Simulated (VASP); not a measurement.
# TiSn (Fm-3m) in VASP: relaxation of cell and atoms with PBEsol-based global hybrid with 25 % exact exchange

Aim: the relaxation of cell and atoms of TiSn with PBEsol-based global hybrid with 25 % exact exchange.

All numbers are computed with VASP 6.6.1; they aren't measurements. Logs are shortened: lines on timing, memory, paths and dates and some standing lists are left out, and cuts for length are marked.

## 1. The cell of the first run

Symmetry: Fm-3m, No. 225, cubic system. Conventional cell: a = 5.601 Å, b = 5.601 Å, c = 5.601 Å, α = 90.00°, β = 90.00°, γ = 90.00°. Within 3.7 Å of Ti (site symmetry m-3m) lie 6 Sn at 2.80 Å. Within 3.7 Å of Sn (site symmetry m-3m) lie 6 Ti at 2.80 Å.

## 2. Relaxation of cell and atoms, PBEsol-based global hybrid with 25 % exact exchange

File POSCAR:

```
TiSn
1.0
    0.0000000000      2.8005500000      2.8005500000
    2.8005500000      0.0000000000      2.8005500000
    2.8005500000      2.8005500000      0.0000000000
Ti Sn
1 1
Direct
    0.0000000000      0.0000000000      0.0000000000
    0.5000000000      0.5000000000      0.5000000000
```

File INCAR.step1:

```
SYSTEM = TiSn
ALGO     = Normal         ! electronic algorithm
EDIFF    = 1E-5           ! SCF threshold, eV
ENCUT    = 600            ! plane-wave cutoff, eV
GGA      = PE             ! functional
ISMEAR   = -1             ! smearing method
LASPH    = .TRUE.         ! aspherical terms in the spheres
LCHARG   = .FALSE.        ! write CHGCAR
LREAL    = .FALSE.        ! projectors in reciprocal space
LWAVE    = .TRUE.         ! write WAVECAR
NBANDS   = 20             ! bands
NELM     = 60             ! most SCF steps
PREC     = Accurate       ! precision mode
SIGMA    = 0.05           ! smearing width, eV
```

File INCAR.step2:

```
SYSTEM = TiSn
AEXX     = 0.25           ! exact-exchange fraction
ALGO     = Normal         ! electronic algorithm
EDIFF    = 1E-6           ! SCF threshold, eV
EDIFFG   = -0.01          ! ionic threshold
ENCUT    = 600            ! plane-wave cutoff, eV
GGA      = PS             ! functional
IBRION   = 2              ! ionic algorithm
ISIF     = 3              ! what is computed and relaxed
ISMEAR   = -1             ! smearing method
ISTART   = 1            
LASPH    = .TRUE.         ! aspherical terms in the spheres
LCHARG   = .FALSE.        ! write CHGCAR
LHFCALC  = .TRUE.         ! exact exchange
LREAL    = .FALSE.        ! projectors in reciprocal space
LWAVE    = .FALSE.        ! write WAVECAR
NELM     = 60             ! most SCF steps
NSW      = 60             ! ionic steps
PREC     = Accurate       ! precision mode
PRECFOCK = Normal       
SIGMA    = 0.05           ! smearing width, eV
```

File KPOINTS:

```
k-points
0
G
  4 4 4
  0 0 0
```

Potentials or basis: VASP PAW PBE potentials, release 64 (Ti_sv, Sn_d).

Started as:

```sh
cat potpaw_PBE.64/Ti_sv/POTCAR potpaw_PBE.64/Sn_d/POTCAR > POTCAR
cp INCAR.step1 INCAR
mpirun -np 1 vasp_std > vasp.out
cp INCAR.step2 INCAR
mpirun -np 1 vasp_std > vasp.out
```

OUTCAR:

```text
SYSTEM = TiSn
   AEXX = 0.25
   EDIFF = 1E-6
   EDIFFG = -0.01
   ENCUT = 600
   GGA = PS
   IBRION = 2
   ISIF = 3
   ISMEAR = -1
   ISTART = 1
   LASPH = .TRUE.
   LHFCALC = .TRUE.
   LREAL = .FALSE.
   NELM = 60
   NSW = 60
   PREC = Accurate
   PRECFOCK = Normal

 ion  position               nearest neighbor table
   1  0.000  0.000  0.000-   2 2.80   2 2.80   2 2.80   2 2.80   2 2.80   2 2.80
   2  0.500  0.500  0.500-   1 2.80   1 2.80   1 2.80   1 2.80   1 2.80   1 2.80

  LATTYP: Found a face centered cubic cell.
 ALAT       =     5.6011000000

  Lattice vectors:

 A1 = (   0.0000000000,   2.8005500000,   2.8005500000)
 A2 = (   2.8005500000,   0.0000000000,   2.8005500000)
 A3 = (   2.8005500000,   2.8005500000,   0.0000000000)

Analysis of symmetry for initial positions (statically):
=====================================================================
 Subroutine PRICEL returns:
 Original cell was already a primitive cell.

 Routine SETGRP: Setting up the symmetry group for a
 face centered cubic supercell.

 Subroutine GETGRP returns: Found 48 space group operations
 (whereof 48 operations were pure point group operations)
 out of a pool of 48 trial point group operations.

The static configuration has the point symmetry O_h .

Analysis of symmetry for dynamics (positions and initial velocities):
=====================================================================
 Subroutine PRICEL returns:
 Original cell was already a primitive cell.

 Routine SETGRP: Setting up the symmetry group for a
 face centered cubic supercell.

 Subroutine GETGRP returns: Found 48 space group operations
 (whereof 48 operations were pure point group operations)
 out of a pool of 48 trial point group operations.

The dynamic configuration has the point symmetry O_h .

 Subroutine INISYM returns: Found 48 space group operations
 (whereof 48 operations are pure point group operations),
 and found     1 'primitive' translations

----------------------------------------------------------------------------------------

                                     Primitive cell

  volume of cell :      43.9299

  direct lattice vectors                    reciprocal lattice vectors
     0.000000000  2.800550000  2.800550000    -0.178536359  0.178536359  0.178536359
     2.800550000  0.000000000  2.800550000     0.178536359 -0.178536359  0.178536359
     2.800550000  2.800550000  0.000000000     0.178536359  0.178536359 -0.178536359

  length of vectors
     3.960575792  3.960575792  3.960575792     0.309234045  0.309234045  0.309234045

  position of ions in fractional coordinates (direct lattice)
     0.000000000  0.000000000  0.000000000
     0.500000000  0.500000000  0.500000000

  ion indices of the primitive-cell ions
   primitive index   ion index
                 1           1
                 2           2

----------------------------------------------------------------------------------------

 KPOINTS: k-points

Automatic generation of k-mesh.
 Grid dimensions read from file:
 generate k-points for:    4    4    4

 Generating k-lattice:

  Cartesian coordinates                     Fractional coordinates (reciprocal lattice)
    -0.044634090  0.044634090  0.044634090     0.250000000  0.000000000  0.000000000
     0.044634090 -0.044634090  0.044634090     0.000000000  0.250000000  0.000000000
     0.044634090  0.044634090 -0.044634090     0.000000000  0.000000000  0.250000000

  Length of vectors
     0.077308511  0.077308511  0.077308511

  Shift w.r.t. Gamma in fractional coordinates (k-lattice)
     0.000000000  0.000000000  0.000000000

 Subroutine IBZKPT returns following result:
 ===========================================

 Found      8 irreducible k-points:

 Following reciprocal coordinates:
            Coordinates               Weight
  0.000000  0.000000  0.000000      1.000000
  0.250000  0.000000  0.000000      8.000000
  0.500000  0.000000  0.000000      4.000000
  0.250000  0.250000  0.000000      6.000000
  0.500000  0.250000  0.000000     24.000000
 -0.250000  0.250000  0.000000     12.000000
  0.500000  0.500000  0.000000      3.000000
 -0.250000  0.500000  0.250000      6.000000
   k-points           NKPTS =      8   k-points in BZ     NKDIM =     64   number of bands    NBANDS=     17
   number of dos      NEDOS =    301   number of ions     NIONS =      2
   total plane-waves  NPLWV =  32768
   dimension x,y,z NGX =    32 NGY =   32 NGZ =   32
   dimension x,y,z NGXF=    64 NGYF=   64 NGZF=   64
   ions per type =               1   1
   NGX,Y,Z   is equivalent  to a cutoff of  13.43, 13.43, 13.43 a.u.
   NGXF,Y,Z  is equivalent  to a cutoff of  26.86, 26.86, 26.86 a.u.
 SYSTEM =  TiSn
   PREC   = accura    normal or accurate (medium, high low for compatibility)
   ISTART =      1    job   : 0-new  1-cont  2-samecut
   ICHARG =      0    charge: 1-file 2-atom 10-const
   ISPIN  =      1    spin polarized calculation?
   LNONCOLLINEAR =      F non collinear calculations
   LSORBIT =      F    spin-orbit coupling
   LASPH  =      T    aspherical Exc in radial PAW
   ENCUT  =  600.0 eV  44.10 Ry    6.64 a.u.   7.91  7.91  7.91*2*pi/ulx,y,z
   NELM   =     60;   NELMIN=  2; NELMDL=  0     # of ELM steps
   EDIFF  = 0.1E-05   stopping-criterion for ELM
   LREAL  =      F    real-space projection
   EDIFFG = -.1E-01   stopping-criterion for IOM
   NSW    =     60    number of steps for IOM
   IBRION =      2    ionic relax: 0-MD 1-quasi-New 2-CG
   NFREE  =      1    steps in history (QN), initial steepest desc. (CG)
   ISIF   =      3    stress and relaxation
   ISYM   =      3    0-nonsym 1-usesym 2-fastsym
   POTIM  = 0.5000    time-step for ionic-motion
   TEBEG  =    0.0;   TEEND  =   0.0 temperature during run
   PSTRESS=    0.0 pullay stress
   NELECT =      26.0000    total number of electrons
   NUPDOWN=      -1.0000    fix difference up-down
   EMIN   =  10.00;   EMAX   =-10.00  energy-range for DOS
   EFERMI =   0.00;   METHOD = LEGACY
   ISMEAR =    -1;   SIGMA  =   0.05  broadening in eV -4-tet -1-fermi 0-gaus
   EFERMI_NEDOS =   21; number of points for ismear=-14 and -15
   IALGO  =     38    algorithm
   IMIX   =      1    mixing-type and parameters
     AMIX     =   0.40;   BMIX     =  1.00
     AMIX_MAG =   1.60;   BMIX_MAG =  1.00
  volume/ion in A,a.u.               =      21.96       148.23
  Fermi-wavevector in a.u.,A,eV,Ry     =   1.374504  2.597436 25.704953  1.889261
  Thomas-Fermi vector in A             =   2.499924
   LORBIT       =      0    0 simple, 1 ext, 2 COOP (PROOUT), +10 PAW based schemes
   GGA     = PS    functional components
   LHFCALC =     T    Hartree Fock is set to
   PRECFOCK=normal    Normal, Fast or Accurate (Low or Medium for compatibility)
   ENCUT4O =  -1.0   cutoff for four orbital integrals eV
   NKREDX  =     1    reduce k-point grid by
   NKREDY  =     1    reduce k-point grid by
   NKREDZ  =     1    reduce k-point grid by
   AEXX    =    0.2500 exact exchange contribution
   HFSCREEN=    0.0000 screening length (either q_TF or 0.3 A-1)
   HFSCREENC=   0.0000 screening length for correlation (either q_TF or 0.3 A-1)
   ENCUTFOCK=  -1.0 apply spherical cutoff to Coloumb kernel
   IVDW    =     0    specifies the selected vdW correction
   LEPSILON=     F    determine dielectric tensor
   LRPA    =     F    only Hartree local field effects (RPA)
 conjugate gradient relaxation of ions
 non-spin polarized calculation
  energy-cutoff  :      600.00
  volume of cell :       43.93
 maximum number of plane-waves:      1476
  NGX = 24; NGY = 24; NGZ = 24

--------------------------------------- Ionic step        1  -------------------------------------------

 number of electron      25.9999996 magnetization

 Free energy of the ion-electron system (eV)
  ---------------------------------------------------
  ext. energy  EPLUGINS =         0.00000000
  ---------------------------------------------------
  free energy    TOTEN  =       -16.33136161 eV

  energy without entropy =      -16.33123125  energy(sigma->0) =      -16.33129643

------------------------ aborting loop because EDIFF is reached ----------------------------------------

  FORCE on cell =-STRESS in cart. coord.  units (eV):
  Direction    XX          YY          ZZ          XY          YZ          ZX
  --------------------------------------------------------------------------------------
  -------------------------------------------------------------------------------------
  Total       -1.5856018     -1.5856018     -1.5856018      0.0000000     -0.0000000      0.0000000
  in kB      -57.8288719    -57.8288719    -57.8288719      0.0000000     -0.0000000      0.0000000
  external PRESSURE =     -57.8288719 kB  Pullay stress =       0.0000000 kB

 VOLUME and BASIS-vectors are now :
 -----------------------------------------------------------------------------
  energy-cutoff  :      600.00
  volume of cell :       43.93
      direct lattice vectors                 reciprocal lattice vectors
     0.000000000  2.800550000  2.800550000    -0.178536359  0.178536359  0.178536359
     2.800550000  0.000000000  2.800550000     0.178536359 -0.178536359  0.178536359
     2.800550000  2.800550000  0.000000000     0.178536359  0.178536359 -0.178536359
[... 37 lines left out ...]
 POSITION                                       TOTAL-FORCE (eV/Angst)
 -----------------------------------------------------------------------------------
      0.00000      2.69344      2.69344         0.000000     -0.000000      0.000000
      2.69344      2.69344      2.69344        -0.000000      0.000000     -0.000000
 -----------------------------------------------------------------------------------
    total drift:                               -0.000002     -0.000000     -0.000001

  FREE ENERGIE OF THE ION-ELECTRON SYSTEM (eV)
  ---------------------------------------------------
  free  energy   TOTEN  =       -16.3440252119 eV

  energy  without entropy=      -16.3439983850  energy(sigma->0) =      -16.34401180

--------------------------------------- Ionic step        3  -------------------------------------------

 number of electron      26.0000005 magnetization

 Free energy of the ion-electron system (eV)
  ---------------------------------------------------
  ext. energy  EPLUGINS =         0.00000000
  ---------------------------------------------------
  free energy    TOTEN  =       -16.38281973 eV

  energy without entropy =      -16.38276059  energy(sigma->0) =      -16.38279016

 E-fermi :   8.8157     XC(G=0):  -8.8812

 val. band max:        8.3812864530   @ k =   0.2500   0.2500   0.0000
 cond. band min:       9.2153954660   @ k =   0.5000   0.5000   0.0000
 fundamental gap:      0.8341090130
 Fermi energy:         8.8156828522

 k-point     1 :       0.0000    0.0000    0.0000
  band No.  band energies     occupation
      1     -53.5795      2.00000
      2     -28.2888      2.00000
      3     -28.2888      2.00000
      4     -28.2888      2.00000
      5     -14.7077      2.00000
      6     -14.7077      2.00000
[... 9 lines left out ...]
     16      13.0345      0.00000
     17      13.0345      0.00000
[... 160 lines left out ...]
 POSITION                                       TOTAL-FORCE (eV/Angst)
 -----------------------------------------------------------------------------------
      0.00000      0.00000      0.00000        -0.000000     -0.000000      0.000000
      2.74216      2.74216      2.74216         0.000000      0.000000     -0.000000
 -----------------------------------------------------------------------------------
    total drift:                                0.000001      0.000001     -0.000004

  FREE ENERGIE OF THE ION-ELECTRON SYSTEM (eV)
  ---------------------------------------------------
  free  energy   TOTEN  =       -16.3828197258 eV

  energy  without entropy=      -16.3827605906  energy(sigma->0) =      -16.38279016

 reached required accuracy - stopping structural energy minimisation
```

Wall time 48 min (1 thread of Intel Xeon Platinum 8259CL at 2.50GHz (Skylake/Cascade Lake), shared host); peak memory 0.22 GiB.

Results:

- Free energy: -16.3828 eV
- Relaxed volume: 20.62 Å³/atom
- Relaxed cell: a = 3.878 Å, b = 3.878 Å, c = 3.878 Å, α = 60.00°, β = 60.00°, γ = 60.00°
- Space group after relaxing (to 0.1 Å): Fm-3m (No. 225)
- Energy gained by relaxing: 25.7 meV/atom
- Ionic steps: 3
- Pressure after relaxing: 0.0 GPa
- Band gap on the k mesh: zero (bands 13 and 14 overlap by 1.20 eV)

The path:
| step | energy change (eV) | largest force (eV/Å) | pressure (GPa) | volume (Å³) |
| --- | --- | --- | --- | --- |
| 1 | 0.0000 | 0.0000 | -5.78 | 43.93 |
| 2 | -0.0127 | 0.0000 | 6.06 | 39.08 |
| 3 | -0.0515 | 0.0000 | 0.00 | 41.24 |

Final structure:
```xyz
2
Lattice="0.0000 2.7422 2.7422 2.7422 0.0000 2.7422 2.7422 2.7422 0.0000" Properties=species:S:1:pos:R:3 pbc="T T T"
Ti    0.0000    0.0000    0.0000
Sn    2.7422    2.7422    2.7422
```

Caveat: the k points lie up to 0.50 Å⁻¹ apart in the final cell, too coarse for converged energies and pressures of a metal; the PAW data sets were made with another functional, which shifts forces and pressure a little; spin-orbit coupling is left out, which moves the levels of the heavy elements.

The gap in the log of VASP goes by the Fermi energy; the results here count the filled bands.